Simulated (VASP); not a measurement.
Input of a VASP 6.6.1 run:

INCAR

```
SYSTEM = SiC
ALGO     = Normal         ! electronic algorithm
EDIFF    = 1E-6           ! SCF threshold, eV
ENCUT    = 520            ! plane-wave cutoff, eV
GGA      = PE             ! functional
ISIF     = 2              ! what is computed and relaxed
ISMEAR   = 0              ! smearing method
LASPH    = .True.         ! aspherical terms in the spheres
LCHARG   = .False.        ! write CHGCAR
LREAL    = .False.        ! projectors in reciprocal space
LWAVE    = .False.        ! write WAVECAR
NBANDS   = 36             ! bands
NELM     = 60             ! most SCF steps
PREC     = Accurate       ! precision mode
SIGMA    = 0.05           ! smearing width, eV
```

Contents of KPOINTS:

```
k-points
0
Gamma
  12 12 2
  0 0 0
```

Contents of POSCAR:

```
SiC
1.0
    3.0949375958      0.0000000000      0.0000000000
   -1.5474687979      2.6802945811      0.0000000000
    0.0000000000      0.0000000000     15.1863169775
Si C
6 6
Direct
    0.0000000000      0.0000000000      0.1250412046
    0.0000000000      0.0000000000      0.6250387132
    0.3333333333      0.6666666667      0.2918647478
    0.6666666667      0.3333333333      0.7917698400
    0.3333333333      0.6666666667      0.9583511446
    0.6666666667      0.3333333333      0.4582680052
    0.0000000000      0.0000000000      0.9977393199
    0.0000000000      0.0000000000      0.5016375659
    0.3333333333      0.6666666667      0.1686482863
    0.6666666667      0.3333333333      0.6650107867
    0.3333333333      0.6666666667      0.8351935973
    0.6666666667      0.3333333333      0.3314367883
```

Potentials or basis: VASP PAW PBE potentials, release 64 (Si, C).

Run with:

```sh
$ cat potpaw_PBE.64/Si/POTCAR potpaw_PBE.64/C/POTCAR > POTCAR
$ mpirun -np 1 vasp_std > vasp.out
```

Estimate the largest force.

0.899 eV/Å.

Predict the pressure.

0.1 GPa.

Predict the band gap on the k mesh.

2.02 eV (least direct gap 3.11 eV).

Forces in eV/Å, atoms in the order of the input:
```
Si   0.000  0.000  0.032
Si   0.000  0.000  0.034
Si   0.000  0.000 -0.023
Si   0.000  0.000  0.077
Si   0.000  0.000 -0.015
Si   0.000  0.000  0.072
C    0.000  0.000  0.833
C    0.000  0.000 -0.899
C    0.000  0.000 -0.834
C    0.000  0.000  0.782
C    0.000  0.000 -0.864
C    0.000  0.000  0.805
```

Caveat: the cell differs from its parent crystal (atoms displaced along a vibrational mode). A k mesh can miss the band edges.
